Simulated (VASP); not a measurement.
Wanted: the native input for a VASP 6.6.1 run.

```yaml
Task: single point
Functional: LDA
Potentials_or_basis: VASP PAW LDA potentials, release 64 (Ga_d, P)
Cutoff: 500 eV
k_mesh: 8 × 8 × 8
Occupations: gaussian, width 0.02 eV
Spin: no spin polarisation
Dipole_correction: no
Further_INCAR_settings: ALGO = Normal; EDIFF = 1e-06; NBANDS = 16
```

The structure of GaP lies in POSCAR:

```
GaP
1.0
    0.0000000000      2.6957062497      2.6957062497
    2.6957062497      0.0000000000      2.6957062497
    2.6957062497      2.6957062497      0.0000000000
Ga P
1 1
Direct
    0.0000000000      0.0000000000      0.0000000000
    0.2500000000      0.2500000000      0.2500000000
```

These files were run (other wordings do the same):

INCAR

```
  PREC = Accurate
  ENCUT = 500
  EDIFF = 1E-6
  ISMEAR = 0
  SIGMA = 0.02
  LREAL = F
  LASPH = T
  NELM = 120
  ALGO = Normal
  ISIF = 2
  LWAVE = F
  LCHARG = T
  LELF = T
  LVHAR = T
  NBANDS = 16
  GGA_COMPAT = F
```

KPOINTS

```
regular mesh
0
Gamma
  8 8 8
```

Potentials or basis: VASP PAW LDA potentials, release 64 (Ga_d, P).

The run is started by

```sh
$ cat potpaw_LDA.64/Ga_d/POTCAR potpaw_LDA.64/P/POTCAR > POTCAR
$ mpirun -np 1 vasp_std > vasp.out
```

It gave:

```yaml
Pressure: 0.1 GPa
Band_gap_on_the_k_mesh: 1.43 eV (least direct gap 1.91 eV)
```

Wall time 6.9 s on 1 thread of Intel(R) Xeon(R) 6975P-C (Granite Rapids), with other jobs on the host, peak memory 0.14 GiB.
